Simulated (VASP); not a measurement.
# La (Im-3m) in VASP: notebook, part 2 of 2

VASP 6.6.1. Earlier steps stand in the parts before.

**3. Single point, r2SCAN50**

The input, POSCAR:

```
La
1.0
   -2.1238310710      2.1238310710      2.1238310710
    2.1238310710     -2.1238310710      2.1238310710
    2.1238310710      2.1238310710     -2.1238310710
La
1
Direct
    0.0000000000      0.0000000000      0.0000000000
```

The input, INCAR.step1:

```
SYSTEM = La
  PREC = Accurate
  ENCUT = 520
  EDIFF = 1E-5
  ISMEAR = 0
  SIGMA = 0.025
  LREAL = .FALSE.
  LASPH = .TRUE.
  NELM = 80
  ALGO = Normal
  ISIF = 2
  LWAVE = .TRUE.
  LCHARG = .FALSE.
  GGA = PE
  NBANDS = 12
```

The input, INCAR.step2:

```
SYSTEM = La
  PREC = Accurate
  ENCUT = 520
  EDIFF = 1E-6
  ISMEAR = 0
  SIGMA = 0.025
  LREAL = .FALSE.
  LASPH = .TRUE.
  NELM = 80
  ALGO = Normal
  ISIF = 2
  LWAVE = .FALSE.
  LCHARG = .FALSE.
  METAGGA = R2SCAN
  LHFCALC = .TRUE.
  AEXX = 0.5
  LMIXTAU = .TRUE.
  PRECFOCK = Normal
  ISTART = 1
  NBANDS = 12
```

The input, KPOINTS:

```
Automatic mesh
0
G
  6 6 6
  0 0 0
```

Potentials or basis: VASP PAW PBE potentials, release 64 (La).

Command:

```console
$ cat potpaw_PBE.64/La/POTCAR > POTCAR
$ cp INCAR.step1 INCAR
$ mpirun -np 1 vasp_std > vasp.out
$ cp INCAR.step2 INCAR
$ mpirun -np 1 vasp_std > vasp.out
```

OUTCAR:

```text
SYSTEM = La
   PREC = Accurate
   ENCUT = 520
   EDIFF = 1E-6
   ISMEAR = 0
   LREAL = .FALSE.
   LASPH = .TRUE.
   NELM = 80
   ISIF = 2
   METAGGA = R2SCAN
   LHFCALC = .TRUE.
   AEXX = 0.5
   PRECFOCK = Normal
   ISTART = 1

 ion  position               nearest neighbor table
   1  0.000  0.000  0.000-

  LATTYP: Found a body centered cubic cell.
 ALAT       =     4.2476621420

  Lattice vectors:

 A1 = (  -2.1238310710,   2.1238310710,   2.1238310710)
 A2 = (   2.1238310710,  -2.1238310710,   2.1238310710)
 A3 = (   2.1238310710,   2.1238310710,  -2.1238310710)

Analysis of symmetry for initial positions (statically):
=====================================================================
 Subroutine PRICEL returns:
 Original cell was already a primitive cell.

 Routine SETGRP: Setting up the symmetry group for a
 body centered cubic supercell.

 Subroutine GETGRP returns: Found 48 space group operations
 (whereof 48 operations were pure point group operations)
 out of a pool of 48 trial point group operations.

The static configuration has the point symmetry O_h .

Analysis of symmetry for dynamics (positions and initial velocities):
=====================================================================
 Subroutine PRICEL returns:
 Original cell was already a primitive cell.

 Routine SETGRP: Setting up the symmetry group for a
 body centered cubic supercell.

 Subroutine GETGRP returns: Found 48 space group operations
 (whereof 48 operations were pure point group operations)
 out of a pool of 48 trial point group operations.

The dynamic configuration has the point symmetry O_h .

 Subroutine INISYM returns: Found 48 space group operations
 (whereof 48 operations are pure point group operations),
 and found     1 'primitive' translations

[... 114 lines left out ...]
   NKREDZ  =     1    reduce k-point grid by
   AEXX    =    0.5000 exact exchange contribution
   HFSCREEN=    0.0000 screening length (either q_TF or 0.3 A-1)
   HFSCREENC=   0.0000 screening length for correlation (either q_TF or 0.3 A-1)
   ENCUTFOCK=  -1.0 apply spherical cutoff to Coloumb kernel
   IVDW    =     0    specifies the selected vdW correction
   LEPSILON=     F    determine dielectric tensor
   LRPA    =     F    only Hartree local field effects (RPA)
 non-spin polarized calculation
 Gauss-broadening in eV      SIGMA  =   0.03
  energy-cutoff  :      520.00
  volume of cell :       38.32
 maximum number of plane-waves:      1055
  NGX = 24; NGY = 24; NGZ = 24

 number of electron      10.9999998 magnetization

 Free energy of the ion-electron system (eV)
  ---------------------------------------------------
  ext. energy  EPLUGINS =         0.00000000
  ---------------------------------------------------
  free energy    TOTEN  =       -18.32357646 eV

  energy without entropy =      -18.32065390  energy(sigma->0) =      -18.32211518

 E-fermi :   7.8303     XC(G=0):  -5.6973

 val. band max:        7.8236455438   @ k =   0.3333   0.1667  -0.0000
 cond. band min:       8.3949923888   @ k =  -0.3333   0.3333   0.1667
 fundamental gap:      0.5713468450
 Fermi energy:         7.8302586789

 k-point     1 :       0.0000    0.0000    0.0000
  band No.  band energies     occupation
      1     -31.8877      2.00000
      2     -12.3217      2.00000
      3     -12.3217      2.00000
      4     -12.3217      2.00000
      5       2.1784      2.00000
      6      10.9068      0.00000
      7      10.9068      0.00000
      8      10.9068      0.00000
      9      13.4196      0.00000
     10      13.8524      0.00000
     11      13.8524      0.00000
     12      13.8524      0.00000
[... 211 lines left out ...]
 k-point    16 :       0.5000    0.5000    0.5000
  band No.  band energies     occupation
      1     -31.4897      2.00000
      2     -13.3437      2.00000
      3     -13.3437      2.00000
      4     -13.3437      2.00000
      5       4.3445      2.00000
      6       4.3445      2.00000
      7      14.1021      0.00000
      8      14.1021      0.00000
      9      14.1021      0.00000
     10      14.5567      0.00000
     11      15.7201      0.00000
     12      15.7201      0.00000

------------------------ aborting loop because EDIFF is reached ----------------------------------------

  FORCE on cell =-STRESS in cart. coord.  units (eV):
  Direction    XX          YY          ZZ          XY          YZ          ZX
  --------------------------------------------------------------------------------------
  -------------------------------------------------------------------------------------
  Total        0.4849867      0.4849867      0.4849867     -0.0000000     -0.0000000      0.0000000
  in kB       20.2777845     20.2777845     20.2777845     -0.0000000     -0.0000000      0.0000000
  external PRESSURE =      20.2777845 kB  Pullay stress =       0.0000000 kB

 VOLUME and BASIS-vectors are now :
 -----------------------------------------------------------------------------
  energy-cutoff  :      520.00
  volume of cell :       38.32
      direct lattice vectors                 reciprocal lattice vectors
    -2.123831071  2.123831071  2.123831071     0.000000000  0.235423620  0.235423620
     2.123831071 -2.123831071  2.123831071     0.235423620  0.000000000  0.235423620
     2.123831071  2.123831071 -2.123831071     0.235423620  0.235423620  0.000000000

 POSITION                                       TOTAL-FORCE (eV/Angst)
 -----------------------------------------------------------------------------------
      0.00000      0.00000      0.00000         0.000000      0.000000     -0.000000
 -----------------------------------------------------------------------------------
    total drift:                                0.000001      0.000002      0.000003

  FREE ENERGIE OF THE ION-ELECTRON SYSTEM (eV)
  ---------------------------------------------------
  free  energy   TOTEN  =       -18.3235764588 eV

  energy  without entropy=      -18.3206538992  energy(sigma->0) =      -18.32211518
```

OSZICAR.step1:

```text
N       E                     dE             d eps       ncg     rms          rms(c)
DAV:   1     0.101807927556E+03    0.10181E+03   -0.37543E+03   384   0.114E+03
DAV:   2     0.150769124778E+01   -0.10030E+03   -0.96347E+02   512   0.185E+02
DAV:   3    -0.450378784314E+01   -0.60115E+01   -0.57451E+01   548   0.760E+01
DAV:   4    -0.472898271095E+01   -0.22519E+00   -0.22411E+00   712   0.992E+00
DAV:   5    -0.473684364613E+01   -0.78609E-02   -0.78590E-02   664   0.173E+00    0.204E+00
DAV:   6    -0.472667797842E+01    0.10166E-01   -0.10623E-02   688   0.885E-01    0.123E+00
DAV:   7    -0.472752324086E+01   -0.84526E-03   -0.47909E-02   524   0.169E+00    0.208E-01
DAV:   8    -0.472868807130E+01   -0.11648E-02   -0.28965E-03   760   0.362E-01    0.219E-01
DAV:   9    -0.472821239119E+01    0.47568E-03   -0.29766E-04   712   0.153E-01    0.248E-01
DAV:  10    -0.472116171986E+01    0.70507E-02   -0.60805E-02   608   0.241E+00    0.958E-01
DAV:  11    -0.473147492191E+01   -0.10313E-01   -0.19198E-02   664   0.155E+00    0.998E-02
DAV:  12    -0.473150320262E+01   -0.28281E-04   -0.11628E-04   584   0.864E-02    0.105E-01
DAV:  13    -0.473148992618E+01    0.13276E-04   -0.17986E-04   684   0.169E-01    0.600E-03
DAV:  14    -0.473148877746E+01    0.11487E-05   -0.94011E-06   560   0.304E-02
   1 F= -.47314888E+01 E0= -.47297857E+01  d E =-.340613E-02
```

Wall time 24 min (1 thread of Intel Xeon 8259CL, shared host); peak memory 0.19 GiB.

Results:

```
Free energy            : -18.3236 eV
Pressure               : 2.0 GPa
Band gap on the k mesh : zero (an odd number of electrons rules out a gap without spin polarisation)
```

Caveat: the PAW data sets were made with another functional, which shifts forces and pressure a little; spin-orbit coupling is left out, which moves the levels of the heavy elements.

**4. Single point, r2SCAN50**

This run uses another cell than the first one, of 39.09 Å³/atom.

The input, POSCAR:

```
La
1.0
   -2.1378965873      2.1378965873      2.1378965873
    2.1378965873     -2.1378965873      2.1378965873
    2.1378965873      2.1378965873     -2.1378965873
La
1
Direct
    0.0000000000      0.0000000000      0.0000000000
```

The input, INCAR.step1:

```
SYSTEM = La
PREC     = Accurate       ! precision mode
ENCUT    = 520            ! plane-wave cutoff, eV
EDIFF    = 1E-5           ! SCF threshold, eV
ISMEAR   = 0              ! smearing method
SIGMA    = 0.025          ! smearing width, eV
LREAL    = .FALSE.        ! projectors in reciprocal space
LASPH    = .TRUE.         ! aspherical terms in the spheres
NELM     = 80             ! most SCF steps
ALGO     = Normal         ! electronic algorithm
ISIF     = 2              ! what is computed and relaxed
LWAVE    = .TRUE.         ! write WAVECAR
LCHARG   = .FALSE.        ! write CHGCAR
GGA      = PE             ! functional
NBANDS   = 12             ! bands
```

The input, INCAR.step2:

```
SYSTEM = La
PREC     = Accurate       ! precision mode
ENCUT    = 520            ! plane-wave cutoff, eV
EDIFF    = 1E-6           ! SCF threshold, eV
ISMEAR   = 0              ! smearing method
SIGMA    = 0.025          ! smearing width, eV
LREAL    = .FALSE.        ! projectors in reciprocal space
LASPH    = .TRUE.         ! aspherical terms in the spheres
NELM     = 80             ! most SCF steps
ALGO     = Normal         ! electronic algorithm
ISIF     = 2              ! what is computed and relaxed
LWAVE    = .FALSE.        ! write WAVECAR
LCHARG   = .FALSE.        ! write CHGCAR
METAGGA  = R2SCAN         ! meta-GGA
LHFCALC  = .TRUE.         ! exact exchange
AEXX     = 0.5            ! exact-exchange fraction
LMIXTAU  = .TRUE.       
PRECFOCK = Normal       
ISTART   = 1            
NBANDS   = 12             ! bands
```

KPOINTS is that of step 3.

Command:

```console
$ cat potpaw_PBE.64/La/POTCAR > POTCAR
$ cp INCAR.step1 INCAR
$ mpirun -np 1 vasp_std > vasp.out
$ cp INCAR.step2 INCAR
$ mpirun -np 1 vasp_std > vasp.out
```

Wall time 30 min (1 thread of Intel Xeon 8259CL, shared host); peak memory 0.19 GiB.

It converged, with:

| Property | Result |
| --- | --- |
| Free energy | -18.3317 eV |
| Pressure | 1.3 GPa |
| Band gap on the k mesh | zero (an odd number of electrons rules out a gap without spin polarisation) |

Levels at points of the mesh, in eV from the Fermi level:
```tsv
k point	band 2	band 3	band 4	band 5	band 6	band 7	band 8	band 9
(0.00, 0.00, 0.00)	-20.24	-20.24	-20.24	-5.68	3.04	3.04	3.04	5.78
(0.50, 0.00, 0.00)	-21.74	-20.68	-20.27	-3.25	-0.33	3.02	5.48	5.66
(0.50, 0.50, 0.50)	-21.21	-21.21	-21.21	-3.42	-3.42	6.19	6.19	6.19
```

Caveat: the PAW data sets were made with another functional, which shifts forces and pressure a little; spin-orbit coupling is left out, which moves the levels of the heavy elements.

**5. Summary**

```csv
level,spin,cell,k mesh,smearing,grid for exact exchange (PRECFOCK),share of exact exchange,gap on the mesh (eV),pressure (GPa)
PBEsol,"non-collinear, zero start, SOC","a = 3.679 Å, angles 109.5°, 1 atom",7 × 7 × 7,fermi-dirac 0.05 eV,-,-,-,-2.4
r2SCAN50,off,"a = 3.679 Å, angles 109.5°, 1 atom",6 × 6 × 6,gaussian 0.025 eV,Normal,0.5,none,2.0
r2SCAN50,off,"a = 3.703 Å, angles 109.5°, 1 atom",6 × 6 × 6,gaussian 0.025 eV,Normal,0.5,none,1.3
```

Alike in all rows: task single point; potentials or basis VASP PAW PBE potentials, release 64 (La); cutoff (eV) 520.

Caveats: the PAW data sets were made with another functional, which shifts forces and pressure a little; spin-orbit coupling is left out, which moves the levels of the heavy elements (at least some runs).

Total energies depend on the potentials used, so only differences within one code and one set of settings carry meaning.

The gap in the log of VASP goes by the Fermi energy; the results here count the filled bands.